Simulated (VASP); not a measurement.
Br:

```
CELL_PARAMETERS angstrom
4.27691 -2.11865 0.00000
4.27691 2.11865 0.00000
0.00000 0.00000 8.61255
ATOMIC_POSITIONS crystal
Br 0.85830 0.14170 0.11838
Br 0.64170 0.35830 0.61838
Br 0.14170 0.85830 0.88162
Br 0.35830 0.64170 0.38162
```

This cell differs from its parent crystal: volume scaled by 0.97.

- Program: VASP 6.6.1
- Task: relaxation of shape and atoms at fixed volume
- Functional: PBE
- Potentials or basis: VASP PAW PBE potentials, release 64 (Br)
- Cutoff: 600 eV
- k mesh: 8 × 8 × 4
- Occupations: gaussian, width 0.02 eV
- Spin: no spin polarisation

At the start: pressure 0.8 GPa; volume 39.02 Å³/atom.

How do energy, volume and symmetry change on relaxing?

Over 5 steps the energy falls by 2.6 meV/atom; space group Cmce (No. 64, to 0.05 Å).

The path:
| step | energy change (eV) | largest force (eV/Å) | pressure (GPa) | volume (Å³) |
| --- | --- | --- | --- | --- |
| 1 | 0.0000 | 0.2324 | 0.75 | 156.08 |
| 2 | -0.0089 | 0.0845 | 0.00 | 156.08 |
| 3 | -0.0093 | 0.0372 | 0.14 | 156.08 |
| 4 | -0.0097 | 0.0279 | 0.12 | 156.08 |
| 5 | -0.0102 | 0.0069 | 0.07 | 156.08 |

Final structure:
```cif
data_structure
_symmetry_space_group_name_H-M 'P 1'
_symmetry_Int_Tables_number 1
_cell_length_a 4.7294
_cell_length_b 4.7294
_cell_length_c 8.7040
_cell_angle_alpha 90.000
_cell_angle_beta 90.000
_cell_angle_gamma 53.293
_cell_volume 156.08
loop_
_atom_site_label
_atom_site_type_symbol
_atom_site_fract_x
_atom_site_fract_y
_atom_site_fract_z
_atom_site_occupancy
Br1 Br 0.85673 0.14327 0.11848 1
Br2 Br 0.64327 0.35673 0.61848 1
Br3 Br 0.14327 0.85673 0.88152 1
Br4 Br 0.35673 0.64327 0.38152 1
```

Caveat: the cell differs from its parent crystal (volume scaled by 0.97).
